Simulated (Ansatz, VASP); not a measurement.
**Two plane-wave programs on WCl2F4**

```
CELL_PARAMETERS angstrom
7.10243 0.00147 0.04703
0.00154 7.01214 0.11804
0.05382 0.13517 8.47465
ATOMIC_POSITIONS crystal
W 0.49937 0.49758 0.49907
W 0.00067 0.00242 0.00095
Cl 0.26698 0.72390 0.49929
Cl 0.73173 0.27137 0.49957
Cl 0.23020 0.23128 0.00193
Cl 0.77087 0.77373 0.99979
F 0.50332 0.49690 0.71871
F 0.49542 0.49842 0.27940
F 0.68101 0.68916 0.48952
F 0.31783 0.30590 0.50750
F 0.00886 0.00786 0.78117
F 0.99278 0.99697 0.22075
F 0.18429 0.81275 0.00585
F 0.81669 0.19176 0.99651
```

Change from the starting cell: cell x1, atoms moved at random (sigma 0.05 Å) and cell strained at random (1.5 %), then relaxed without symmetry.

Alike in both runs: functional PBE; k mesh 2 × 2 × 2; occupations gaussian, width 0.1 eV; no spin polarisation.

Ansatz relaxed the structure, and its values are those at the end. VASP's run is a single point on that final structure, the one shown.

|  | VASP | Ansatz |
| --- | --- | --- |
| version | VASP 6.6.1 | Ansatz 0.2.0 |
| potentials or method | VASP PAW PBE potentials, release 64 (W_sv, Cl, F), cutoff 520 eV | scalar-relativistic, plane waves, PAW |
| valence electrons in the cell | 112 | 112 |

```csv
,VASP,Ansatz,Ansatz less VASP
gap on the k mesh at the Fermi level (eV),3.12,3.12,+0.006
least direct gap on the mesh (eV),3.12,3.12,+0.006
pressure (GPa),0.6,0.0,-0.57
rms of the force components (eV/Å),0.171,0.004,-0.1664
```

One of these differences is far larger than is usual between the two programs; its cause wasn't traced. With one functional, cell and mesh, what is left measures potentials, basis and numerics.

The k mesh is coarse, so the values compare programs but aren't converged. Spin-orbit coupling is off throughout.
